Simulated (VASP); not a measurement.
# Al4N5 in VASP: a series of runs

Runs on Al4N5. Level: PBE. Tasks: single point.

Everything below comes from runs of VASP 6.6.1. Logs are shortened: lines on timing, memory, paths and dates and some standing lists are left out, and cuts for length are marked.

### 1 The cell of the first run

The cell holds a slab with vacuum, 18 atoms: a = 6.260 Å, b = 5.017 Å, c = 20.162 Å, α = 90.00°, β = 90.00°, γ = 90.00°.

### 2 Single point, PBE

INCAR

```
SYSTEM = Al4N5
PREC = Accurate ; ENCUT = 520
EDIFF = 1E-7 ; ISMEAR = 0
SIGMA = 0.05 ; LREAL = Auto
LASPH = .TRUE. ; NELM = 80
ALGO = Normal ; ISIF = 2
LWAVE = .FALSE. ; LCHARG = .TRUE.
LDIPOL = .TRUE. ; IDIPOL = 3
DIPOL = 0.5 0.5 0.316 ; GGA = PE
LELF = .TRUE. ; LVHAR = .TRUE.
LVACPOTAV = .TRUE. ; NBANDS = 52
```

KPOINTS

```
regular mesh
0
G
  5 6 1
  0 0 0
```

POSCAR

```
Al4N5
1.0
    6.2595366887      0.0000000000      0.0000000000
    0.0000000000      5.0173032419      0.0000000000
    0.0000000000      0.0000000000     20.1620320362
Al N
8 10
Direct
    0.0000000000      0.9982714950      0.1983927013
    0.5000000000      0.9982714950      0.1983927013
    0.2500000000      0.4982714950      0.2432039732
    0.7500000000      0.4982714950      0.2432039732
    0.2500000000      0.9915197249      0.3381855719
    0.7500000000      0.9915197249      0.3381855719
    0.0000000000      0.4624332456      0.3657061888
    0.5000000000      0.4624332456      0.3657061888
    0.0000000000      0.6167285050      0.1983927013
    0.5000000000      0.6167285050      0.1983927013
    0.2500000000      0.1167285050      0.2432039732
    0.7500000000      0.1167285050      0.2432039732
    0.2500000000      0.6143669383      0.3369672669
    0.7500000000      0.6143669383      0.3369672669
    0.0000000000      0.1112303967      0.3750629908
    0.5000000000      0.1112303967      0.3750629908
    0.2500000000      0.6112303967      0.5167638739
    0.2500000000      0.6112303967      0.5714230094
```

Potentials or basis: VASP PAW PBE potentials, release 64 (Al, N).

Command:

```console
> cat potpaw_PBE.64/Al/POTCAR potpaw_PBE.64/N/POTCAR > POTCAR
> mpirun -np 1 vasp_std > vasp.out
```

OUTCAR:

```text
SYSTEM = Al4N5
   PREC = Accurate
   ENCUT = 520
   EDIFF = 1E-7
   ISMEAR = 0
   LREAL = Auto
   LASPH = .TRUE.
   NELM = 80
   ISIF = 2
   GGA = PE

 ion  position               nearest neighbor table
   1  0.000  0.998  0.198-  11 1.90  12 1.90   9 1.91   4 3.09   3 3.09   3 3.09   4 3.09   2 3.13
                             2 3.13   5 3.22   6 3.22
   2  0.500  0.998  0.198-  11 1.90  12 1.90  10 1.91   4 3.09   3 3.09   3 3.09   4 3.09   1 3.13
                             1 3.13   5 3.22   6 3.22
   3  0.250  0.498  0.243-   9 1.90  10 1.90  11 1.91  13 1.98   7 2.93   8 2.93   1 3.09   2 3.09
                             1 3.09   2 3.09   5 3.13   4 3.13   4 3.13   5 3.18
   4  0.750  0.498  0.243-   9 1.90  10 1.90  12 1.91  14 1.98   7 2.93   8 2.93   1 3.09   2 3.09
                             1 3.09   2 3.09   6 3.13   3 3.13   3 3.13   6 3.18
   5  0.250  0.992  0.338-  15 1.83  16 1.83  13 1.89  11 2.02   7 2.89   8 2.89   3 3.13   6 3.13
                             6 3.13   8 3.13   7 3.13   3 3.18   2 3.22   1 3.22
   6  0.750  0.992  0.338-  15 1.83  16 1.83  14 1.89  12 2.02   7 2.89   8 2.89   4 3.13   5 3.13
                             5 3.13   8 3.13   7 3.13   4 3.18   2 3.22   1 3.22
   7  0.000  0.462  0.366-  15 1.77  14 1.83  13 1.83   6 2.89   5 2.89   4 2.93   3 2.93   8 3.13
                             8 3.13   6 3.13   5 3.13
   8  0.500  0.462  0.366-  16 1.77  14 1.83  13 1.83   6 2.89   5 2.89   4 2.93   3 2.93   7 3.13
                             7 3.13   6 3.13   5 3.13
   9  0.000  0.617  0.198-   3 1.90   4 1.90   1 1.91
  10  0.500  0.617  0.198-   3 1.90   4 1.90   2 1.91
  11  0.250  0.117  0.243-   1 1.90   2 1.90   3 1.91   5 2.02
  12  0.750  0.117  0.243-   1 1.90   2 1.90   4 1.91   6 2.02
  13  0.250  0.614  0.337-   7 1.83   8 1.83   5 1.89   3 1.98
  14  0.750  0.614  0.337-   7 1.83   8 1.83   6 1.89   4 1.98
  15  0.000  0.111  0.375-   7 1.77   6 1.83   5 1.83
  16  0.500  0.111  0.375-   8 1.77   6 1.83   5 1.83
  17  0.250  0.611  0.517-  18 1.10
  18  0.250  0.611  0.571-  17 1.10

  LATTYP: Found a simple orthorhombic cell.
 ALAT       =     5.0173032419
 B/A-ratio  =     1.2475898679
 C/A-ratio  =     4.0184997924

  Lattice vectors:

 A1 = (   0.0000000000,  -5.0173032419,   0.0000000000)
 A2 = (   6.2595366887,   0.0000000000,   0.0000000000)
 A3 = (   0.0000000000,   0.0000000000,  20.1620320362)

Analysis of symmetry for initial positions (statically):
=====================================================================
 Subroutine PRICEL returns:
 Original cell was already a primitive cell.

 Routine SETGRP: Setting up the symmetry group for a
 simple orthorhombic supercell.

 Subroutine GETGRP returns: Found  2 space group operations
 (whereof  1 operations were pure point group operations)
 out of a pool of  8 trial point group operations.

The static configuration has the point symmetry C_1 .
 The point group associated with its full space group is C_1h.

Analysis of symmetry for dynamics (positions and initial velocities):
=====================================================================
 Subroutine PRICEL returns:
 Original cell was already a primitive cell.

 Routine SETGRP: Setting up the symmetry group for a
 simple orthorhombic supercell.

 Subroutine GETGRP returns: Found  2 space group operations
 (whereof  1 operations were pure point group operations)
 out of a pool of  8 trial point group operations.

The dynamic configuration has the point symmetry C_1 .
 The point group associated with its full space group is C_1h.

 Subroutine INISYM returns: Found  2 space group operations
 (whereof  1 operations are pure point group operations),
 and found     1 'primitive' translations

----------------------------------------------------------------------------------------

                                     Primitive cell

  volume of cell :     633.2087

  direct lattice vectors                    reciprocal lattice vectors
     6.259536689  0.000000000  0.000000000     0.159756233  0.000000000  0.000000000
     0.000000000  5.017303242  0.000000000     0.000000000  0.199310257  0.000000000
     0.000000000  0.000000000 20.162032036     0.000000000  0.000000000  0.049598175

  length of vectors
     6.259536689  5.017303242 20.162032036     0.159756233  0.199310257  0.049598175

  position of ions in fractional coordinates (direct lattice)
     0.000000000  0.998271495  0.198392701
     0.500000000  0.998271495  0.198392701
[... 52 lines left out ...]

  Length of vectors
     0.031951247  0.033218376  0.049598175

  Shift w.r.t. Gamma in fractional coordinates (k-lattice)
     0.000000000  0.000000000  0.000000000

 Subroutine IBZKPT returns following result:
 ===========================================

 Found     12 irreducible k-points:

 Following reciprocal coordinates:
            Coordinates               Weight
  0.000000  0.000000  0.000000      1.000000
  0.200000  0.000000  0.000000      2.000000
  0.400000  0.000000  0.000000      2.000000
  0.000000  0.166667  0.000000      2.000000
  0.200000  0.166667  0.000000      4.000000
  0.400000  0.166667  0.000000      4.000000
  0.000000  0.333333  0.000000      2.000000
  0.200000  0.333333  0.000000      4.000000
  0.400000  0.333333  0.000000      4.000000
  0.000000  0.500000  0.000000      1.000000
  0.200000  0.500000  0.000000      2.000000
  0.400000  0.500000  0.000000      2.000000
   k-points           NKPTS =     12   k-points in BZ     NKDIM =     12   number of bands    NBANDS=     52
   number of dos      NEDOS =    301   number of ions     NIONS =     18
   total plane-waves  NPLWV = 288000
   dimension x,y,z NGX =    48 NGY =   40 NGZ =  150
   dimension x,y,z NGXF=    96 NGYF=   80 NGZF=  300
   ions per type =               8  10
   NGX,Y,Z   is equivalent  to a cutoff of  12.75, 13.25, 12.37 a.u.
   NGXF,Y,Z  is equivalent  to a cutoff of  25.50, 26.51, 24.74 a.u.
 SYSTEM =  Al4N5
   PREC   = accura    normal or accurate (medium, high low for compatibility)
   ISTART =      0    job   : 0-new  1-cont  2-samecut
   ICHARG =      2    charge: 1-file 2-atom 10-const
   ISPIN  =      1    spin polarized calculation?
   LNONCOLLINEAR =      F non collinear calculations
   LSORBIT =      F    spin-orbit coupling
   LASPH  =      T    aspherical Exc in radial PAW
   ENCUT  =  520.0 eV  38.22 Ry    6.18 a.u.  11.64  9.33 37.49*2*pi/ulx,y,z
   NELM   =     80;   NELMIN=  2; NELMDL= -5     # of ELM steps
   EDIFF  = 0.1E-06   stopping-criterion for ELM
   LREAL  =      T    real-space projection
   EDIFFG = 0.1E-05   stopping-criterion for IOM
   NSW    =      0    number of steps for IOM
   IBRION =     -1    ionic relax: 0-MD 1-quasi-New 2-CG
   NFREE  =      0    steps in history (QN), initial steepest desc. (CG)
   ISIF   =      2    stress and relaxation
   ISYM   =      2    0-nonsym 1-usesym 2-fastsym
   POTIM  = 0.5000    time-step for ionic-motion
   TEBEG  =    0.0;   TEEND  =   0.0 temperature during run
   PSTRESS=    0.0 pullay stress
   NELECT =      74.0000    total number of electrons
   NUPDOWN=      -1.0000    fix difference up-down
   EMIN   =  10.00;   EMAX   =-10.00  energy-range for DOS
   EFERMI =   0.00;   METHOD = LEGACY
   ISMEAR =     0;   SIGMA  =   0.05  broadening in eV -4-tet -1-fermi 0-gaus
   EFERMI_NEDOS =   21; number of points for ismear=-14 and -15
   IALGO  =     38    algorithm
   IMIX   =      4    mixing-type and parameters
     AMIX     =   0.40;   BMIX     =  1.00
     AMIX_MAG =   1.60;   BMIX_MAG =  1.00
  volume/ion in A,a.u.               =      35.18       237.39
  Fermi-wavevector in a.u.,A,eV,Ry     =   0.800393  1.512523  8.716280  0.640628
  Thomas-Fermi vector in A             =   1.907680
   LORBIT       =      0    0 simple, 1 ext, 2 COOP (PROOUT), +10 PAW based schemes
   GGA     = PE    functional components
   LHFCALC =     F    Hartree Fock is set to
   AEXX    =    0.0000 exact exchange contribution
   IVDW    =     0    specifies the selected vdW correction
   LEPSILON=     F    determine dielectric tensor
   LRPA    =     F    only Hartree local field effects (RPA)
 non-spin polarized calculation
 Gauss-broadening in eV      SIGMA  =   0.05
  energy-cutoff  :      520.00
  volume of cell :      633.21
 maximum number of plane-waves:     17102
 NGX is ok and might be reduce to    48
   NGX = 23   NGY = 19   NGZ = 75

 dipolmoment           0.000000      0.000000     -0.004612 electrons x Angstroem

 number of electron      73.9999993 magnetization

 dipolmoment           0.000000      0.000000      0.014913 electrons x Angstroem

 Free energy of the ion-electron system (eV)
  ---------------------------------------------------
  ext. energy  EPLUGINS =         0.00000000
  ---------------------------------------------------
  free energy    TOTEN  =      -126.72220634 eV

  energy without entropy =     -126.72220634  energy(sigma->0) =     -126.72220634

 E-fermi :  -1.3343     XC(G=0):  -4.2332

 val. band max:       -1.6375703456   @ k =   0.0000   0.5000   0.0000
 cond. band min:      -0.2234777751   @ k =   0.0000   0.0000   0.0000
 fundamental gap:      1.4140925706
 Fermi energy:        -1.3343291297

 k-point     1 :       0.0000    0.0000    0.0000
  band No.  band energies     occupation
      1     -25.2501      2.00000
      2     -16.8753      2.00000
      3     -15.7321      2.00000
      4     -15.7130      2.00000
      5     -14.8804      2.00000
      6     -14.5156      2.00000
[... 613 lines left out ...]
     48       4.4658      0.00000
     49       4.7710      0.00000
 [bands above 49 left out]

------------------------ aborting loop because EDIFF is reached ----------------------------------------

  FORCE on cell =-STRESS in cart. coord.  units (eV):
  Direction    XX          YY          ZZ          XY          YZ          ZX
  --------------------------------------------------------------------------------------
  -------------------------------------------------------------------------------------
  Total        3.7528725     -4.4389520     -3.8314457      0.0000000      1.6695318      0.0000000
  in kB        9.4957125    -11.2316663     -9.6945224      0.0000000      4.2243359      0.0000000
  external PRESSURE =      -3.8101588 kB  Pullay stress =       0.0000000 kB

 VOLUME and BASIS-vectors are now :
 -----------------------------------------------------------------------------
  energy-cutoff  :      520.00
  volume of cell :      633.21
      direct lattice vectors                 reciprocal lattice vectors
     6.259536689  0.000000000  0.000000000     0.159756233  0.000000000  0.000000000
     0.000000000  5.017303242  0.000000000     0.000000000  0.199310257  0.000000000
     0.000000000  0.000000000 20.162032036     0.000000000  0.000000000  0.049598175

 POSITION                                       TOTAL-FORCE (eV/Angst)
 -----------------------------------------------------------------------------------
      0.00000      5.00863      4.00000         0.004326     -1.632589      2.300853
      3.12977      5.00863      4.00000        -0.004326     -1.632589      2.300853
      1.56488      2.49998      4.90349         0.000000      0.815248     -1.911561
      4.69465      2.49998      4.90349         0.000000      0.797710     -1.957255
      1.56488      4.97476      6.81851         0.000000     -0.046556     -0.008908
      4.69465      4.97476      6.81851         0.000000     -0.012533     -0.015317
[... 10 lines left out ...]
      1.56488      3.06673     10.41901         0.000000     -0.041202     -1.742446
      1.56488      3.06673     11.52105         0.000000      0.023638      1.746109
 -----------------------------------------------------------------------------------
    total drift:                               -0.000000     -0.007057      0.009211

  FREE ENERGIE OF THE ION-ELECTRON SYSTEM (eV)
  ---------------------------------------------------
  free  energy   TOTEN  =      -126.7222063430 eV

  energy  without entropy=     -126.7222063430  energy(sigma->0) =     -126.72220634

 vacuum level on the upper side and lower side of the slab         3.386         3.300
```

Wall time 7.4 min (1 thread of Intel Xeon 6975P-C (Granite Rapids), shared host); peak memory 0.7 GiB.

Results:

| Property | Result |
| --- | --- |
| Free energy | -126.7222 eV |
| Largest force | 2.821 eV/Å |
| Band gap on the k mesh | 1.41 eV (least direct gap 1.44 eV) |

Forces on the atoms (eV/Å):
```
Al   0.004 -1.633  2.301
Al  -0.004 -1.633  2.301
Al   0.000  0.815 -1.912
Al   0.000  0.798 -1.957
Al   0.000 -0.047 -0.009
Al   0.000 -0.013 -0.015
Al   0.071  0.063 -0.001
Al  -0.071  0.063 -0.001
N   -0.006  0.716  0.770
N    0.006  0.716  0.770
N    0.000  0.115 -1.120
N    0.000  0.116 -1.109
N    0.000 -0.034 -0.074
N    0.000 -0.016  0.035
N   -0.017 -0.006  0.009
N    0.017 -0.006  0.009
N    0.000 -0.041 -1.742
N    0.000  0.024  1.746
```

Caveat: the standard files for N, O and F lose accuracy on very short bonds.

### 3 Single point, PBE

INCAR

```
SYSTEM = Al4N5
PREC = Accurate
ENCUT = 520
EDIFF = 1E-7
ISMEAR = 0
SIGMA = 0.05
LREAL = Auto
LASPH = .True.
NELM = 80
ALGO = Normal
ISIF = 2
LWAVE = .False.
LCHARG = .True.
LDIPOL = .True.
IDIPOL = 3
DIPOL = 0.5 0.5 0.324
GGA = PE
LELF = .True.
LVHAR = .True.
LVACPOTAV = .True.
NBANDS = 52
```

KPOINTS

```
regular mesh
0
Gamma
  5 6 1
  0 0 0
```

Changes to POSCAR since step 2:

```diff
@@ -24,3 +24,3 @@
     0.5000000000      0.1112303967      0.3750629908
-    0.2500000000      0.6112303967      0.5167638739
-    0.2500000000      0.6112303967      0.5714230094
+    0.2500000000      0.9445637300      0.5906157590
+    0.2500000000      0.9445637300      0.6452842872
```

Potentials or basis: VASP PAW PBE potentials, release 64 (Al, N).

Command:

```console
> cat potpaw_PBE.64/Al/POTCAR potpaw_PBE.64/N/POTCAR > POTCAR
> mpirun -np 1 vasp_std > vasp.out
```

Wall time 7.9 min (1 thread of Intel Xeon 6975P-C (Granite Rapids), shared host); peak memory 0.7 GiB.

It converged, with:

```yaml
Free_energy: -126.6762 eV
Largest_force: 2.823 eV/Å
Band_gap_on_the_k_mesh: 1.38 eV (least direct gap 1.40 eV)
```

Forces in eV/Å, atoms in the order of the input:
```
Al   0.000 -1.629  2.306
Al   0.000 -1.629  2.306
Al   0.000  0.796 -1.939
Al   0.000  0.795 -1.941
Al   0.000 -0.008  0.019
Al   0.000 -0.005  0.010
Al   0.004  0.026 -0.012
Al  -0.004  0.026 -0.012
N    0.000  0.716  0.774
N    0.000  0.716  0.774
N    0.000  0.115 -1.127
N    0.000  0.115 -1.127
N    0.000 -0.014  0.009
N    0.000 -0.013  0.013
N   -0.005  0.000 -0.025
N    0.005  0.000 -0.025
N    0.000 -0.014 -1.748
N    0.000  0.009  1.746
```

Levels at points of the mesh, in eV from the valence-band top:
| k point | band 35 | band 36 | band 37 | band 38 | band 39 | band 40 |
| --- | --- | --- | --- | --- | --- | --- |
| (0.00, 0.00, 0.00) | -0.24 | -0.08 | -0.03 | 1.38 | 2.97 | 2.99 |
| (0.00, 0.50, 0.00) | -0.41 | -0.26 | 0.00 | 1.90 | 2.92 | 3.01 |

Caveat: the standard files for N, O and F lose accuracy on very short bonds.
